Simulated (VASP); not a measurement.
# Cu3As2 (P-3m1) in VASP: a series of runs, part 2 of 2

VASP 6.6.1.

### 3 Single point, PBE (atoms taken out)

INCAR reads:

```
SYSTEM = Cu3As2
PREC = Accurate
ENCUT = 520
EDIFF = 1E-6
ISMEAR = 0
SIGMA = 0.1
LREAL = .False.
LASPH = .True.
NELM = 60
ALGO = Fast
ISIF = 2
LWAVE = .False.
LCHARG = .False.
GGA = PE
NBANDS = 30
```

KPOINTS reads:

```
Automatic mesh
0
Gamma
  12 12 8
  0 0 0
```

POSCAR reads:

```
Cu3As2
1.0
    4.1225894843      0.0000000000      0.0000000000
   -2.0612947422      3.5702672227      0.0000000000
    0.0000000000      0.0000000000      5.3946078724
Cu As
3 2
Direct
    0.0000000000      0.0000000000      0.3000000000
    0.3333333333      0.6666666667      0.4937823324
    0.6666666667      0.3333333333      0.1062176676
    0.3333333333      0.6666666667      0.0014195889
    0.6666666667      0.3333333333      0.5985804111
```

Potentials or basis: VASP PAW PBE potentials, release 64 (Cu, As).

The run is started by

```bash
cat potpaw_PBE.64/Cu/POTCAR potpaw_PBE.64/As/POTCAR > POTCAR
mpirun -np 1 vasp_std > vasp.out
```

OUTCAR:

```text
SYSTEM = Cu3As2
   PREC = Accurate
   ENCUT = 520
   EDIFF = 1E-6
   ISMEAR = 0
   LREAL = .False.
   LASPH = .True.
   NELM = 60
   ISIF = 2
   GGA = PE

 ion  position               nearest neighbor table
   1  0.000  0.000  0.300-   3 2.60   2 2.60   3 2.60   2 2.60   3 2.60   2 2.60
   2  0.333  0.667  0.494-   5 2.45   5 2.45   5 2.45   1 2.60   1 2.60   1 2.60   4 2.66   4 2.74

   3  0.667  0.333  0.106-   4 2.45   4 2.45   4 2.45   1 2.60   1 2.60   1 2.60   5 2.66   5 2.74

   4  0.333  0.667  0.001-   3 2.45   3 2.45   3 2.45   2 2.66   2 2.74
   5  0.667  0.333  0.599-   2 2.45   2 2.45   2 2.45   3 2.66   3 2.74

  LATTYP: Found a hexagonal cell.
 ALAT       =     4.1225894843
 C/A-ratio  =     1.3085483997

  Lattice vectors:

 A1 = (   4.1225894843,   0.0000000000,   0.0000000000)
 A2 = (  -2.0612947422,   3.5702672227,   0.0000000000)
 A3 = (   0.0000000000,   0.0000000000,   5.3946078724)

Analysis of symmetry for initial positions (statically):
=====================================================================
 Subroutine PRICEL returns:
 Original cell was already a primitive cell.

 Routine SETGRP: Setting up the symmetry group for a
 hexagonal supercell.

 Subroutine GETGRP returns: Found 12 space group operations
 (whereof  6 operations were pure point group operations)
 out of a pool of 24 trial point group operations.

The static configuration has the point symmetry C_3v.
 The point group associated with its full space group is D_3d.

Analysis of symmetry for dynamics (positions and initial velocities):
=====================================================================
 Subroutine PRICEL returns:
 Original cell was already a primitive cell.

 Routine SETGRP: Setting up the symmetry group for a
 hexagonal supercell.

 Subroutine GETGRP returns: Found 12 space group operations
[... 130 lines left out ...]
     AMIX_MAG =   1.60;   BMIX_MAG =  1.00
  volume/ion in A,a.u.               =      15.88       107.17
  Fermi-wavevector in a.u.,A,eV,Ry     =   1.334404  2.521658 24.227006  1.780635
  Thomas-Fermi vector in A             =   2.463188
   LORBIT       =      0    0 simple, 1 ext, 2 COOP (PROOUT), +10 PAW based schemes
   GGA     = PE    functional components
   LHFCALC =     F    Hartree Fock is set to
   AEXX    =    0.0000 exact exchange contribution
   IVDW    =     0    specifies the selected vdW correction
   LEPSILON=     F    determine dielectric tensor
   LRPA    =     F    only Hartree local field effects (RPA)
 non-spin polarized calculation
 RMM-DIIS sequential band-by-band and
 Gauss-broadening in eV      SIGMA  =   0.10
  energy-cutoff  :      520.00
  volume of cell :       79.40
 maximum number of plane-waves:      2187
 NGX is ok and might be reduce to    32
   NGX = 15   NGY = 15   NGZ = 21

 number of electron      42.9999999 magnetization

 Free energy of the ion-electron system (eV)
  ---------------------------------------------------
  ext. energy  EPLUGINS =         0.00000000
  ---------------------------------------------------
  free energy    TOTEN  =       -20.00214019 eV

  energy without entropy =      -19.98912100  energy(sigma->0) =      -19.99563060

 E-fermi :   6.1848     XC(G=0): -11.1546

 val. band max:        6.1792694458   @ k =   0.0000   0.0833   0.2500
 cond. band min:       6.1884367627   @ k =   0.0833   0.0833   0.5000
 fundamental gap:      0.0091673170
 Fermi energy:         6.1847511449

 k-point     1 :       0.0000    0.0000    0.0000
  band No.  band energies     occupation
      1      -6.8954      2.00000
      2      -4.2504      2.00000
      3       0.1248      2.00000
      4       1.5932      2.00000
      5       1.5932      2.00000
      6       1.9493      2.00000
[... 781 lines left out ...]
     29      13.8156      0.00000
     30      13.9358      0.00000

 [... further k-points ...]

------------------------ aborting loop because EDIFF is reached ----------------------------------------

  FORCE on cell =-STRESS in cart. coord.  units (eV):
  Direction    XX          YY          ZZ          XY          YZ          ZX
  --------------------------------------------------------------------------------------
  -------------------------------------------------------------------------------------
  Total        0.1743081      0.1743081      0.0016091     -0.0000000      0.0000000      0.0000000
  in kB        3.5172040      3.5172040      0.0324681     -0.0000000      0.0000000      0.0000000
  external PRESSURE =       2.3556253 kB  Pullay stress =       0.0000000 kB

 VOLUME and BASIS-vectors are now :
 -----------------------------------------------------------------------------
  energy-cutoff  :      520.00
  volume of cell :       79.40
      direct lattice vectors                 reciprocal lattice vectors
     4.122589484  0.000000000  0.000000000     0.242565990  0.140045540  0.000000000
    -2.061294742  3.570267223  0.000000000     0.000000000  0.280091079  0.000000000
     0.000000000  0.000000000  5.394607872     0.000000000  0.000000000  0.185370285

 POSITION                                       TOTAL-FORCE (eV/Angst)
 -----------------------------------------------------------------------------------
      0.00000      0.00000      1.61838         0.000000      0.000000     -0.000000
     -0.00000      2.38018      2.66376         0.000000      0.000000      0.013869
      2.06129      1.19009      0.57300        -0.000000      0.000000     -0.013869
     -0.00000      2.38018      0.00766        -0.000000      0.000000     -0.012690
      2.06129      1.19009      3.22911         0.000000      0.000000      0.012690
 -----------------------------------------------------------------------------------
    total drift:                               -0.000000      0.000000     -0.000000

  FREE ENERGIE OF THE ION-ELECTRON SYSTEM (eV)
  ---------------------------------------------------
  free  energy   TOTEN  =       -20.0021401933 eV

  energy  without entropy=      -19.9891210038  energy(sigma->0) =      -19.99563060
```

OSZICAR:

```text
N       E                     dE             d eps       ncg     rms          rms(c)
DAV:   1     0.330048053878E+03    0.33005E+03   -0.18433E+04  7860   0.194E+03
DAV:   2     0.780484451495E+01   -0.32224E+03   -0.31075E+03  7872   0.369E+02
DAV:   3    -0.222937041169E+02   -0.30099E+02   -0.28597E+02  9534   0.142E+02
DAV:   4    -0.234885291965E+02   -0.11948E+01   -0.11871E+01 11748   0.299E+01
DAV:   5    -0.234984100142E+02   -0.98808E-02   -0.98776E-02 10818   0.277E+00    0.166E+01
RMM:   6    -0.245611949579E+02   -0.10628E+01   -0.51868E+01  9038   0.967E+01    0.138E+01
RMM:   7    -0.200388939099E+02    0.45223E+01   -0.14432E+01  8205   0.555E+01    0.178E+00
RMM:   8    -0.200122188923E+02    0.26675E-01   -0.61944E-01  8805   0.115E+01    0.135E+00
RMM:   9    -0.200076547126E+02    0.45642E-02   -0.10152E-01  9511   0.350E+00    0.735E-01
RMM:  10    -0.200014110010E+02    0.62437E-02   -0.40985E-02  9941   0.191E+00    0.126E-01
RMM:  11    -0.200020656543E+02   -0.65465E-03   -0.10393E-02 10092   0.859E-01    0.976E-02
RMM:  12    -0.200020707092E+02   -0.50549E-05   -0.28748E-03  9953   0.419E-01    0.351E-02
RMM:  13    -0.200021614327E+02   -0.90724E-04   -0.73708E-04  9431   0.280E-01    0.584E-02
RMM:  14    -0.200021291092E+02    0.32324E-04   -0.42761E-04  9438   0.240E-01    0.157E-02
RMM:  15    -0.200021400877E+02   -0.10979E-04   -0.15062E-04 10965   0.827E-02    0.395E-03
RMM:  16    -0.200021410353E+02   -0.94759E-06   -0.11314E-05  8888   0.247E-02    0.501E-03
RMM:  17    -0.200021401933E+02    0.84203E-06   -0.24332E-06  6675   0.199E-02
   1 F= -.20002140E+02 E0= -.19995631E+02  d E =-.130192E-01
```

stdout:

```text
POSCAR found type information on POSCAR CuAs
 POSCAR found :  2 types and       5 ions
 scaLAPACK will be used
 LDA part: xc-table for (Slater+PW92), standard interpolation
 POSCAR, INCAR and KPOINTS ok, starting setup
 FFT: planning ... GRIDC
 FFT: planning ... GRID_SOFT
 FFT: planning ... GRID
 WAVECAR not read
 entering main loop
```

Wall time 2.3 min (1 thread of Intel Xeon 6975P-C (Granite Rapids), shared host); peak memory 0.38 GiB.

What came out:

- Free energy: -20.0021 eV
- Pressure: 0.2 GPa
- Largest force: 0.014 eV/Å
- Band gap on the k mesh: zero (an odd number of electrons rules out a gap without spin polarisation)

Forces on the atoms (eV/Å):
```
Cu   0.000  0.000  0.000
Cu   0.000  0.000  0.014
Cu   0.000  0.000 -0.014
As   0.000  0.000 -0.013
As   0.000  0.000  0.013
```

Caveat: the cell differs from its parent crystal (atoms taken out).

The gap in the log of VASP goes by the Fermi energy; the results here count the filled bands.